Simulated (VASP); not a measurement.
A run of VASP 6.6.1 is set up as follows.

INCAR

```
ALGO     = Fast           # electronic algorithm
EDIFF    = 1E-6           # SCF threshold, eV
ENCUT    = 520            # plane-wave cutoff, eV
GGA      = PE             # functional
ISIF     = 2              # what is computed and relaxed
ISMEAR   = 0              # smearing method
LASPH    = True           # aspherical terms in the spheres
LCHARG   = False          # write CHGCAR
LREAL    = False          # projectors in reciprocal space
LWAVE    = False          # write WAVECAR
NBANDS   = 18             # bands
NELM     = 60             # most SCF steps
PREC     = Accurate       # precision mode
SIGMA    = 0.15           # smearing width, eV
```

Contents of KPOINTS:

```
k-points
0
Gamma
  18 18 10
```

Contents of POSCAR:

```
Au
1.0
    2.8999984104      0.0000000000      0.0000000000
   -1.4499992052      2.5114722944      0.0000000000
    0.0000000000      0.0000000000      4.8800000000
Au
2
Direct
    0.3333333333      0.6666666667      0.7090163934
    0.6666666667      0.3333333333      0.2500000000
```

Potentials or basis: VASP PAW PBE potentials, release 64 (Au).

The run is started by

```sh
$ cat potpaw_PBE.64/Au/POTCAR > POTCAR
$ mpirun -np 1 vasp_std > vasp.out
```

Problem. What does it give for the pressure?

Solution. 5.0 GPa.

Problem. What does it give for the band gap on the k mesh?

Solution. Zero (bands 11 and 12 overlap by 6.40 eV).

Forces on the atoms (eV/Å):
```
Au   0.000  0.000  1.423
Au   0.000  0.000 -1.423
```

Caveat: the cell differs from its parent crystal (atom 1 (Au) moved by (+0.000, -0.200) A along [1 1 0] and z); the cell stands under pressure; spin-orbit coupling is left out, which moves the levels of the heavy elements; forces of over 1 eV/Å act on the atoms, so gaps and moduli don't describe the material at rest.
